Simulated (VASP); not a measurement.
# PbO (Pca2_1) in VASP: single point with PBE+D3(BJ)

Aim: the single point of PbO with PBE+D3(BJ).

All numbers are computed with VASP 6.6.1; they aren't measurements. Logs are shortened: lines on timing, memory, paths and dates and some standing lists are left out, and cuts for length are marked.

## Step 1: The cell of the first run

The structure is orthorhombic, space group Pca2_1 (No. 29). Conventional cell: a = 5.791 Å, b = 5.955 Å, c = 5.452 Å, α = 90.00°, β = 90.00°, γ = 90.00°. Pb (site symmetry 1) has 3 O at 2.25 to 2.26 Å within 3.0 Å. Within 3.0 Å of O (site symmetry 1) lie 3 Pb at 2.25 to 2.26 Å.

## Step 2: Single point, PBE+D3(BJ)

Input file INCAR:

```
SYSTEM = PbO
  ALGO = Normal
  EDIFF = 1E-6
  ENCUT = 520
  GGA = PE
  ISIF = 2
  ISMEAR = 0
  ISYM = 0
  IVDW = 12
  LASPH = .True.
  LCHARG = .False.
  LREAL = Auto
  LWAVE = .False.
  NBANDS = 94
  NELM = 100
  PREC = Accurate
  SIGMA = 0.1
```

Input file KPOINTS:

```
Automatic mesh
0
Gamma
  2 2 2
  0.5 0.5 0.5
```

Input file POSCAR:

```
PbO
1.0
   -5.7907900000      0.0000000000      5.4517000000
    5.7907900000      0.0000000000      5.4517000000
    0.0000000000      5.9551200000     -5.4517000000
Pb O
8 8
Direct
    0.2785150000      0.7525960000      0.2786270000
    0.7785150000      0.2525960000      0.2786270000
    0.2498880000      0.2239690000      0.7213730000
    0.7498880000      0.7239690000      0.7213730000
    0.2239690000      0.7498880000      0.7213730000
    0.7239690000      0.2498880000      0.7213730000
    0.2525960000      0.2785150000      0.2786270000
    0.7525960000      0.7785150000      0.2786270000
    0.5679300000      0.6835970000      0.3844770000
    0.0679300000      0.1835970000      0.3844770000
    0.4334530000      0.0491200000      0.6155230000
    0.9334530000      0.5491200000      0.6155230000
    0.1835970000      0.5679300000      0.3844770000
    0.6835970000      0.0679300000      0.3844770000
    0.0491200000      0.9334530000      0.6155230000
    0.5491200000      0.4334530000      0.6155230000
```

Potentials or basis: VASP PAW PBE potentials, release 64 (Pb_d, O).

On the command line:

```sh
$ cat potpaw_PBE.64/Pb_d/POTCAR potpaw_PBE.64/O/POTCAR > POTCAR
$ mpirun -np 1 vasp_std > vasp.out
```

OUTCAR:

```text
SYSTEM = PbO
   EDIFF = 1E-6
   ENCUT = 520
   GGA = PE
   ISIF = 2
   ISMEAR = 0
   ISYM = 0
   IVDW = 12
   LASPH = .True.
   LREAL = Auto
   NELM = 100
   PREC = Accurate
 IVDW          = 12

 ion  position               nearest neighbor table
   1  0.279  0.753  0.279-  13 2.25  11 2.26   9 2.26   8 3.76   7 3.76   5 3.80   6 3.80   4 3.92
                             3 3.92
   2  0.779  0.253  0.279-  14 2.25  12 2.26  10 2.26   8 3.76   7 3.76   6 3.80   5 3.80   4 3.92
                             3 3.92
   3  0.250  0.224  0.721-  15 2.25  10 2.26  11 2.26   6 3.76   5 3.76   7 3.80   8 3.80   2 3.92
                             1 3.92
   4  0.750  0.724  0.721-  16 2.25   9 2.26  12 2.26   6 3.76   5 3.76   8 3.80   7 3.80   2 3.92
                             1 3.92
   5  0.224  0.750  0.721-  12 2.25  13 2.26  15 2.26   4 3.76   3 3.76   1 3.80   2 3.80   8 3.92
                             7 3.92
   6  0.724  0.250  0.721-  11 2.25  14 2.26  16 2.26   4 3.76   3 3.76   2 3.80   1 3.80   8 3.92
                             7 3.92
   7  0.253  0.279  0.279-  10 2.25  16 2.26  13 2.26   2 3.76   1 3.76   3 3.80   4 3.80   6 3.92
                             5 3.92
   8  0.753  0.779  0.279-   9 2.25  15 2.26  14 2.26   2 3.76   1 3.76   4 3.80   3 3.80   6 3.92
                             5 3.92
   9  0.568  0.684  0.384-   8 2.25   4 2.26   1 2.26
  10  0.068  0.184  0.384-   7 2.25   3 2.26   2 2.26
  11  0.433  0.049  0.616-   6 2.25   1 2.26   3 2.26
  12  0.933  0.549  0.616-   5 2.25   2 2.26   4 2.26
  13  0.184  0.568  0.384-   1 2.25   5 2.26   7 2.26
  14  0.684  0.068  0.384-   2 2.25   6 2.26   8 2.26
  15  0.049  0.933  0.616-   3 2.25   8 2.26   5 2.26
  16  0.549  0.433  0.616-   4 2.25   7 2.26   6 2.26

IMPORTANT INFORMATION: All symmetrisations will be switched off!
NOSYMM: (Re-)initialisation of all symmetry stuff for point group C_1.

----------------------------------------------------------------------------------------

                                     Primitive cell

  volume of cell :     376.0021

  direct lattice vectors                    reciprocal lattice vectors
    -5.790790000  0.000000000  5.451700000    -0.086344005  0.083961364  0.091714511
     5.790790000  0.000000000  5.451700000     0.086344005  0.083961364  0.091714511
     0.000000000  5.955120000 -5.451700000     0.000000000  0.167922729  0.000000000

  length of vectors
     7.953256045  7.953256045  8.073691046     0.151381470  0.151381470  0.167922729

  position of ions in fractional coordinates (direct lattice)
     0.278515000  0.752596000  0.278627000
     0.778515000  0.252596000  0.278627000
     0.249888000  0.223969000  0.721373000
     0.749888000  0.723969000  0.721373000
     0.223969000  0.749888000  0.721373000
     0.723969000  0.249888000  0.721373000
[... 90 lines left out ...]
   PSTRESS=    0.0 pullay stress
   NELECT =     160.0000    total number of electrons
   NUPDOWN=      -1.0000    fix difference up-down
   EMIN   =  10.00;   EMAX   =-10.00  energy-range for DOS
   EFERMI =   0.00;   METHOD = LEGACY
   ISMEAR =     0;   SIGMA  =   0.10  broadening in eV -4-tet -1-fermi 0-gaus
   EFERMI_NEDOS =   21; number of points for ismear=-14 and -15
   IALGO  =     38    algorithm
   IMIX   =      4    mixing-type and parameters
     AMIX     =   0.40;   BMIX     =  1.00
     AMIX_MAG =   1.60;   BMIX_MAG =  1.00
  volume/ion in A,a.u.               =      23.50       158.59
  Fermi-wavevector in a.u.,A,eV,Ry     =   1.231359  2.326931 20.629770  1.516245
  Thomas-Fermi vector in A             =   2.366172
   LORBIT       =      0    0 simple, 1 ext, 2 COOP (PROOUT), +10 PAW based schemes
   GGA     = PE    functional components
   LHFCALC =     F    Hartree Fock is set to
   AEXX    =    0.0000 exact exchange contribution
   IVDW    =    12    specifies the selected vdW correction
   LEPSILON=     F    determine dielectric tensor
   LRPA    =     F    only Hartree local field effects (RPA)
 non-spin polarized calculation
 Gauss-broadening in eV      SIGMA  =   0.10
  energy-cutoff  :      520.00
  volume of cell :      376.00
 maximum number of plane-waves:     10112
   NGX = 29   NGY = 29   NGZ = 31

 number of electron     160.0000009 magnetization

 Free energy of the ion-electron system (eV)
  ---------------------------------------------------
  ext. energy  EPLUGINS =         0.00000000
  ---------------------------------------------------
  free energy    TOTEN  =       -85.75312730 eV

  energy without entropy =      -85.75312730  energy(sigma->0) =      -85.75312730

 E-fermi :   3.4391     XC(G=0):  -8.9506

 val. band max:        2.9790076692   @ k =  -0.2500  -0.2500   0.2500
 cond. band min:       5.5581619929   @ k =  -0.2500  -0.2500   0.2500
 fundamental gap:      2.5791543237
 Fermi energy:         3.4391439542

 k-point     1 :       0.2500    0.2500    0.2500
  band No.  band energies     occupation
      1     -14.3464      2.00000
      2     -14.3275      2.00000
      3     -14.3275      2.00000
      4     -14.3122      2.00000
      5     -14.3039      2.00000
      6     -14.2624      2.00000
[... 369 lines left out ...]
     91       8.4188      0.00000
     92       8.8222      0.00000
 [bands above 92 left out]

------------------------ aborting loop because EDIFF is reached ----------------------------------------

 Edisp (eV)   -3.25762

 E8    (eV) :    -1.5024

  FORCE on cell =-STRESS in cart. coord.  units (eV):
  Direction    XX          YY          ZZ          XY          YZ          ZX
  --------------------------------------------------------------------------------------
  -------------------------------------------------------------------------------------
  Total      -3.38540    -2.87427    -3.51570     0.00008    -0.00027     0.00007
  in kB     -14.42550   -12.24751   -14.98070     0.00035    -0.00114     0.00031
  external pressure =      -13.88 kB  Pullay stress =        0.00 kB

 VOLUME and BASIS-vectors are now :
 -----------------------------------------------------------------------------
  energy-cutoff  :      520.00
  volume of cell :      376.00
      direct lattice vectors                 reciprocal lattice vectors
    -5.790790000  0.000000000  5.451700000    -0.086344005  0.083961364  0.091714511
     5.790790000  0.000000000  5.451700000     0.086344005  0.083961364  0.091714511
     0.000000000  5.955120000 -5.451700000     0.000000000  0.167922729  0.000000000

 POSITION                                       TOTAL-FORCE (eV/Angst)
 -----------------------------------------------------------------------------------
      2.74530      1.65926      4.10232         0.000908      0.030652      0.036933
     -3.04549      1.65926      4.10232         0.000777      0.030454      0.036799
     -0.15009      4.29586     -1.34938         0.000570     -0.030650      0.036743
     -0.15009      4.29586      4.10232         0.000805     -0.030590      0.036654
      3.04549      4.29586      1.37647        -0.000652     -0.030457      0.036829
     -2.74530      4.29586      1.37647        -0.000609     -0.030560      0.036568
[... 8 lines left out ...]
      5.12099      3.66551      2.00105         0.039222      0.008977     -0.036746
     -0.66980      3.66551      2.00105         0.039207      0.008975     -0.036752
 -----------------------------------------------------------------------------------
    total drift:                               -0.000041      0.000035      0.018594

  FREE ENERGIE OF THE ION-ELECTRON SYSTEM (eV)
  ---------------------------------------------------
  free  energy   TOTEN  =       -89.0107450678 eV

  energy  without entropy=      -89.0107450678  energy(sigma->0) =      -89.01074507
```

OSZICAR:

```text
N       E                     dE             d eps       ncg     rms          rms(c)
DAV:   1     0.233306065738E+04    0.23331E+04   -0.74513E+04   752   0.194E+03
DAV:   2     0.387487487703E+03   -0.19456E+04   -0.18828E+04   768   0.559E+02
DAV:   3    -0.520716182807E+02   -0.43956E+03   -0.41493E+03   912   0.282E+02
DAV:   4    -0.103611420383E+03   -0.51540E+02   -0.50784E+02   968   0.919E+01
DAV:   5    -0.105187391622E+03   -0.15760E+01   -0.15701E+01   936   0.169E+01    0.248E+01
DAV:   6    -0.862067799394E+02    0.18981E+02   -0.11412E+02  1120   0.461E+01    0.108E+01
DAV:   7    -0.858882179176E+02    0.31856E+00   -0.13478E+01   912   0.141E+01    0.573E+00
DAV:   8    -0.859254747449E+02   -0.37257E-01   -0.44829E+00  1128   0.829E+00    0.277E+00
DAV:   9    -0.857348789270E+02    0.19060E+00   -0.96116E-01  1024   0.536E+00    0.465E-01
DAV:  10    -0.857517237585E+02   -0.16845E-01   -0.11861E-01   928   0.146E+00    0.198E-01
DAV:  11    -0.857530793635E+02   -0.13556E-02   -0.95210E-03  1040   0.559E-01    0.707E-02
DAV:  12    -0.857533477960E+02   -0.26843E-03   -0.28425E-03  1048   0.174E-01    0.135E-01
DAV:  13    -0.857532616152E+02    0.86181E-04   -0.28369E-04   896   0.114E-01    0.105E-01
DAV:  14    -0.857531631634E+02    0.98452E-04   -0.17532E-04  1040   0.642E-02    0.575E-02
DAV:  15    -0.857531294234E+02    0.33740E-04   -0.28104E-04  1128   0.679E-02    0.100E-02
DAV:  16    -0.857531272928E+02    0.21306E-05   -0.47518E-05   856   0.362E-02    0.577E-03
DAV:  17    -0.857531273041E+02   -0.11252E-07   -0.36587E-06   664   0.125E-02
   1 F= -.89010745E+02 E0= -.89010745E+02  d E =-.900097E-11
```

It took 7.8 min on 1 thread of Intel Xeon 8259CL, shared host; peak memory 0.5 GiB.

What came out:

```yaml
Free_energy: -89.0107 eV
Pressure: -1.4 GPa
Largest_force: 0.055 eV/Å
Band_gap_on_the_k_mesh: 2.58 eV
Dispersion_energy_per_atom: -0.204 eV
```

Forces in eV/Å, atoms in the order of the input:
```
Pb   0.001  0.031  0.037
Pb   0.001  0.030  0.037
Pb   0.001 -0.031  0.037
Pb   0.001 -0.031  0.037
Pb  -0.001 -0.030  0.037
Pb  -0.001 -0.031  0.037
Pb  -0.001  0.031  0.037
Pb  -0.001  0.031  0.037
O   -0.039 -0.009 -0.037
O   -0.039 -0.009 -0.037
O   -0.039  0.009 -0.037
O   -0.039  0.009 -0.037
O    0.039 -0.009 -0.037
O    0.039 -0.009 -0.037
O    0.039  0.009 -0.037
O    0.039  0.009 -0.037
```

Caveat: spin-orbit coupling is left out, which moves the levels of the heavy elements. A k mesh can miss the band edges.
